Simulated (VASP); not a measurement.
# Si2W (MoSi2 type) (I4/mmm) in VASP: relaxation of shape and atoms at fixed volume with r2SCAN

Aim: the relaxation of shape and atoms at fixed volume of Si2W (MoSi2 type) with r2SCAN.

Everything below comes from runs of VASP 6.6.1. Logs are shortened: lines on timing, memory, paths and dates and some standing lists are left out, and cuts for length are marked.

### 1 The cell of the first run

The structure is tetragonal, space group I4/mmm (No. 139). Conventional cell: a = 2.878 Å, b = 2.878 Å, c = 6.996 Å, α = 90.00°, β = 90.00°, γ = 90.00°. W (site symmetry 4/mmm) has 10 Si at 2.34 Å and 4 W at 2.88 Å within 3.1 Å. Si (site symmetry 4mm) has 9 Si at 2.31 to 2.88 Å and 5 W at 2.34 Å within 3.1 Å.

### 2 Relaxation of shape and atoms at fixed volume, r2SCAN

File POSCAR:

```
Si2W
1.0
   -1.4391320756      1.4391320756      3.4977601626
    1.4391320756     -1.4391320756      3.4977601626
    1.4391320756      1.4391320756     -3.4977601626
W Si
1 2
Direct
    0.0000000000      0.0000000000      0.0000000000
    0.3348183476      0.3348183476      0.0000000000
   -0.3348183476     -0.3348183476      0.0000000000
```

File INCAR.step1:

```
PREC     = Accurate       # precision mode
ENCUT    = 550            # plane-wave cutoff, eV
ISMEAR   = -1             # smearing method
SIGMA    = 0.1            # smearing width, eV
LREAL    = F              # projectors in reciprocal space
LASPH    = T              # aspherical terms in the spheres
NELM     = 120            # most SCF steps
GGA      = PE             # functional
ALGO     = Normal         # electronic algorithm
EDIFF    = 1E-5           # SCF threshold, eV
LWAVE    = T              # write WAVECAR
LCHARG   = F              # write CHGCAR
GGA_COMPAT= F            
IBRION   = 2              # ionic algorithm
ISIF     = 3              # what is computed and relaxed
EDIFFG   = -0.005         # ionic threshold
NELMIN   = 4            
NSW      = 100            # ionic steps
```

File INCAR.step2:

```
PREC     = Accurate       # precision mode
ENCUT    = 550            # plane-wave cutoff, eV
EDIFF    = 1E-7           # SCF threshold, eV
ISMEAR   = -1             # smearing method
SIGMA    = 0.1            # smearing width, eV
LREAL    = F              # projectors in reciprocal space
LASPH    = T              # aspherical terms in the spheres
NELM     = 120            # most SCF steps
ALGO     = Normal         # electronic algorithm
ISIF     = 4              # what is computed and relaxed
LWAVE    = F              # write WAVECAR
LCHARG   = F              # write CHGCAR
METAGGA  = R2SCAN         # meta-GGA
LMIXTAU  = T            
IBRION   = 2              # ionic algorithm
NSW      = 50             # ionic steps
EDIFFG   = -0.005         # ionic threshold
ISTART   = 1            
GGA_COMPAT= F            
NELMIN   = 4
```

File KPOINTS:

```
Automatic mesh
0
Gamma
  14 14 14
```

Potentials or basis: VASP PAW PBE potentials, release 64 (W_sv, Si).

The run is started by

```bash
> cat potpaw_PBE.64/W_sv/POTCAR potpaw_PBE.64/Si/POTCAR > POTCAR
> cp INCAR.step1 INCAR
> mpirun -np 1 vasp_std > vasp.out
> cp INCAR.step2 INCAR
> mpirun -np 1 vasp_std > vasp.out
```

OUTCAR:

```text
PREC = Accurate
   ENCUT = 550
   EDIFF = 1E-7
   ISMEAR = -1
   LREAL = F
   LASPH = T
   NELM = 120
   ISIF = 4
   METAGGA = R2SCAN
   IBRION = 2
   NSW = 50
   EDIFFG = -0.005
   ISTART = 1
   NELMIN = 4

 ion  position               nearest neighbor table
   1  0.000  0.000  0.000-   3 2.34   3 2.34   3 2.34   2 2.34   3 2.34   2 2.34   2 2.34   2 2.34
                             2 2.34   3 2.34
   2  0.335  0.335  0.000-   3 2.31   1 2.34   1 2.34   1 2.34   1 2.34   1 2.34   3 2.36   3 2.36
                             3 2.36   3 2.36
   3  0.665  0.665  0.000-   2 2.31   1 2.34   1 2.34   1 2.34   1 2.34   1 2.34   2 2.36   2 2.36
                             2 2.36   2 2.36

  LATTYP: Found a body centered tetragonal cell.
 ALAT       =     2.8782641512
 C/A-ratio  =     2.4304650156

  Lattice vectors:

 A1 = (  -1.4391320756,   1.4391320756,   3.4977601626)
 A2 = (   1.4391320756,  -1.4391320756,   3.4977601626)
 A3 = (   1.4391320756,   1.4391320756,  -3.4977601626)

Analysis of symmetry for initial positions (statically):
=====================================================================
 Subroutine PRICEL returns:
 Original cell was already a primitive cell.

 Routine SETGRP: Setting up the symmetry group for a
 body centered tetragonal supercell.

 Subroutine GETGRP returns: Found 16 space group operations
 (whereof 16 operations were pure point group operations)
 out of a pool of 16 trial point group operations.

The static configuration has the point symmetry D_4h.

Analysis of symmetry for dynamics (positions and initial velocities):
=====================================================================
 Subroutine PRICEL returns:
 Original cell was already a primitive cell.

 Routine SETGRP: Setting up the symmetry group for a
 body centered tetragonal supercell.

 Subroutine GETGRP returns: Found 16 space group operations
 (whereof 16 operations were pure point group operations)
 out of a pool of 16 trial point group operations.

The dynamic configuration has the point symmetry D_4h.

 Subroutine INISYM returns: Found 16 space group operations
 (whereof 16 operations are pure point group operations),
 and found     1 'primitive' translations

----------------------------------------------------------------------------------------

                                     Primitive cell

  volume of cell :      28.9769

  direct lattice vectors                    reciprocal lattice vectors
    -1.439132076  1.439132076  3.497760163     0.000000000  0.347431628  0.142948623
     1.439132076 -1.439132076  3.497760163     0.347431628  0.000000000  0.142948623
     1.439132076  1.439132076 -3.497760163     0.347431628  0.347431628  0.000000000

  length of vectors
     4.046792362  4.046792362  4.046792362     0.375690092  0.375690092  0.491342520

  position of ions in fractional coordinates (direct lattice)
     0.000000000  0.000000000  0.000000000
     0.334818348  0.334818348  0.000000000
     0.665181652  0.665181652  0.000000000

  ion indices of the primitive-cell ions
   primitive index   ion index
                 1           1
                 2           2
                 3           3

----------------------------------------------------------------------------------------

 KPOINTS: Automatic mesh

Automatic generation of k-mesh.
 Grid dimensions read from file:
 generate k-points for:   14   14   14

 Generating k-lattice:

  Cartesian coordinates                     Fractional coordinates (reciprocal lattice)
     0.000000000  0.024816545  0.010210616     0.071428571 -0.000000000  0.000000000
     0.024816545  0.000000000  0.010210616    -0.000000000  0.071428571  0.000000000
     0.024816545  0.024816545  0.000000000     0.000000000  0.000000000  0.071428571

  Length of vectors
     0.026835007  0.026835007  0.035095894

  Shift w.r.t. Gamma in fractional coordinates (k-lattice)
     0.000000000  0.000000000  0.000000000

 Subroutine IBZKPT returns following result:
 ===========================================

 Found    244 irreducible k-points:

 Following reciprocal coordinates:
            Coordinates               Weight
  0.000000  0.000000  0.000000      1.000000
  0.071429  0.000000  0.000000      8.000000
  0.142857 -0.000000  0.000000      8.000000
  0.214286  0.000000 -0.000000      8.000000
  0.285714 -0.000000  0.000000      8.000000
  0.357143 -0.000000  0.000000      8.000000
[... 16 lines left out ...]
  0.214286  0.142857 -0.000000     16.000000
  0.285714  0.142857  0.000000     16.000000
 [... further k-points ...]
   k-points           NKPTS =    244   k-points in BZ     NKDIM =    244   number of bands    NBANDS=     15
   number of dos      NEDOS =    301   number of ions     NIONS =      3
   total plane-waves  NPLWV =  32768
   dimension x,y,z NGX =    32 NGY =   32 NGZ =   32
   dimension x,y,z NGXF=    64 NGYF=   64 NGZF=   64
   ions per type =               1   2
   NGX,Y,Z   is equivalent  to a cutoff of  13.15, 13.15, 13.15 a.u.
   NGXF,Y,Z  is equivalent  to a cutoff of  26.29, 26.29, 26.29 a.u.
 SYSTEM =  unknown system
   PREC   = accura    normal or accurate (medium, high low for compatibility)
   ISTART =      1    job   : 0-new  1-cont  2-samecut
   ICHARG =      0    charge: 1-file 2-atom 10-const
   ISPIN  =      1    spin polarized calculation?
   LNONCOLLINEAR =      F non collinear calculations
   LSORBIT =      F    spin-orbit coupling
   LASPH  =      T    aspherical Exc in radial PAW
   ENCUT  =  550.0 eV  40.42 Ry    6.36 a.u.   7.74  7.74  7.74*2*pi/ulx,y,z
   NELM   =    120;   NELMIN=  4; NELMDL=  0     # of ELM steps
   EDIFF  = 0.1E-06   stopping-criterion for ELM
   LREAL  =      F    real-space projection
   EDIFFG = -.5E-02   stopping-criterion for IOM
   NSW    =     50    number of steps for IOM
   IBRION =      2    ionic relax: 0-MD 1-quasi-New 2-CG
   NFREE  =      1    steps in history (QN), initial steepest desc. (CG)
   ISIF   =      4    stress and relaxation
   ISYM   =      2    0-nonsym 1-usesym 2-fastsym
   POTIM  = 0.5000    time-step for ionic-motion
   TEBEG  =    0.0;   TEEND  =   0.0 temperature during run
   PSTRESS=    0.0 pullay stress
   NELECT =      22.0000    total number of electrons
   NUPDOWN=      -1.0000    fix difference up-down
   EMIN   =  10.00;   EMAX   =-10.00  energy-range for DOS
   EFERMI =   0.00;   METHOD = LEGACY
   ISMEAR =    -1;   SIGMA  =   0.10  broadening in eV -4-tet -1-fermi 0-gaus
   EFERMI_NEDOS =   21; number of points for ismear=-14 and -15
   IALGO  =     38    algorithm
   IMIX   =      4    mixing-type and parameters
     AMIX     =   0.40;   BMIX     =  1.00
     AMIX_MAG =   1.60;   BMIX_MAG =  1.00
  volume/ion in A,a.u.               =       9.66        65.18
  Fermi-wavevector in a.u.,A,eV,Ry     =   1.493477  2.822263 30.347446  2.230474
  Thomas-Fermi vector in A             =   2.605873
   LORBIT       =      0    0 simple, 1 ext, 2 COOP (PROOUT), +10 PAW based schemes
   METAGGA = R2SCAN    functional components
   LHFCALC =     F    Hartree Fock is set to
   AEXX    =    0.0000 exact exchange contribution
   IVDW    =     0    specifies the selected vdW correction
   LEPSILON=     F    determine dielectric tensor
   LRPA    =     F    only Hartree local field effects (RPA)
 conjugate gradient relaxation of ions
 non-spin polarized calculation
  energy-cutoff  :      550.00
  volume of cell :       28.98
 maximum number of plane-waves:       866
   NGX = 15   NGY = 15   NGZ = 15

--------------------------------------- Ionic step        1  -------------------------------------------

 number of electron      22.0000000 magnetization

 Free energy of the ion-electron system (eV)
  ---------------------------------------------------
  ext. energy  EPLUGINS =         0.00000000
  ---------------------------------------------------
  free energy    TOTEN  =       -65.63589758 eV

  energy without entropy =      -65.63051175  energy(sigma->0) =      -65.63320466

------------------------ aborting loop because EDIFF is reached ----------------------------------------

  FORCE on cell =-STRESS in cart. coord.  units (eV):
  Direction    XX          YY          ZZ          XY          YZ          ZX
  --------------------------------------------------------------------------------------
  -------------------------------------------------------------------------------------
  Total       26.9444439     26.9444439     31.5353571      0.0000000     -0.0000000      0.0000000
  in kB     1489.8017612   1489.8017612   1743.6407558      0.0000000     -0.0000000      0.0000000
  external PRESSURE =    1574.4147594 kB  Pullay stress =       0.0000000 kB
[... 170 lines left out ...]
  energy  without entropy=      -65.7168238138  energy(sigma->0) =      -65.72003561

--------------------------------------- Ionic step        6  -------------------------------------------

 number of electron      22.0000001 magnetization

 Free energy of the ion-electron system (eV)
  ---------------------------------------------------
  ext. energy  EPLUGINS =         0.00000000
  ---------------------------------------------------
  free energy    TOTEN  =       -65.72375303 eV

  energy without entropy =      -65.71730419  energy(sigma->0) =      -65.72052861

 E-fermi :  17.4374     XC(G=0): -15.3577

 val. band max:       17.3579932726   @ k =  -0.4286  -0.4286   0.2143
 cond. band min:      17.4413003650   @ k =  -0.3571  -0.3571   0.2857
 fundamental gap:      0.0833070924
 Fermi energy:        17.4373816572

 k-point     1 :       0.0000    0.0000    0.0000
  band No.  band energies     occupation
      1     -57.7021      2.00000
      2     -21.8939      2.00000
      3     -21.4202      2.00000
      4     -21.4202      2.00000
      5      -0.6547      2.00000
      6       7.6153      2.00000
      7      11.9115      2.00000
      8      13.3610      2.00000
      9      13.3610      2.00000
     10      13.5897      2.00000
     11      18.6402      0.00001
     12      18.6460      0.00001
     13      22.4244      0.00000
     14      22.4244      0.00000
     15      23.2143      0.00000
[... 397 lines left out ...]
 k-point    24 :       0.2857    0.1429    0.0000
  band No.  band energies     occupation
      1     -57.6612      2.00000
      2     -21.9557      2.00000
      3     -21.8386      2.00000
      4     -21.5341      2.00000
      5       2.1533      2.00000
      6       7.6789      2.00000
      7       9.5896      2.00000
      8      11.9924      2.00000
      9      13.3786      2.00000
     10      13.7759      2.00000
     11      14.6471      2.00000
     12      20.4143      0.00000
     13      21.5388      0.00000
     14      22.8838      0.00000
     15      24.0936      0.00000

 [... further k-points ...]
[... 5 lines left out ...]
  --------------------------------------------------------------------------------------
  -------------------------------------------------------------------------------------
  Total       27.8724286     27.8724286     27.8914381      0.0000000     -0.0000000      0.0000000
  in kB     1541.1115298   1541.1115298   1542.1625977      0.0000000     -0.0000000      0.0000000
  external PRESSURE =    1541.4618858 kB  Pullay stress =       0.0000000 kB
[... 18 lines left out ...]
  FREE ENERGIE OF THE ION-ELECTRON SYSTEM (eV)
  ---------------------------------------------------
  free  energy   TOTEN  =       -65.7237530337 eV

  energy  without entropy=      -65.7173041924  energy(sigma->0) =      -65.72052861

 reached required accuracy - stopping structural energy minimisation
```

Wall time 69 min (1 thread of Intel Xeon 8259CL, shared host); peak memory 0.29 GiB.

Results:

```
Free energy                  : -65.7238 eV
Energy gained by relaxing    : 29.3 meV/atom
Ionic steps                  : 6
Pressure after relaxing      : 154.1 GPa
Largest force after relaxing : 0.004 eV/Å
Band gap on the k mesh       : zero (bands 11 and 12 overlap by 2.12 eV)
```

Forces in eV/Å, atoms in the order of the input:
```
W    0.000  0.000  0.000
Si   0.000  0.000 -0.004
Si   0.000  0.000  0.004
```

Step by step:
```tsv
step	energy change (eV)	largest force (eV/Å)	pressure (GPa)	volume (Å³)
1	0.0000	1.3168	157.44	28.98
2	0.0226	1.0468	151.32	28.98
3	-0.0876	0.0665	154.07	28.98
4	-0.0876	0.0873	154.12	28.98
5	-0.0873	0.1217	154.19	28.98
6	-0.0879	0.0044	154.15	28.98
```

Final structure:
```
W Si
1.0
    -1.42399    1.42399    3.57255
     1.42399   -1.42399    3.57255
     1.42399    1.42399   -3.57255
W Si
1 2
Direct
  0.00000 0.00000 0.00000
  0.33030 0.33030 0.00000
  0.66970 0.66970 0.00000
```

Caveat: the PAW data sets were made with another functional, which shifts forces and pressure a little; spin-orbit coupling is left out, which moves the levels of the heavy elements.
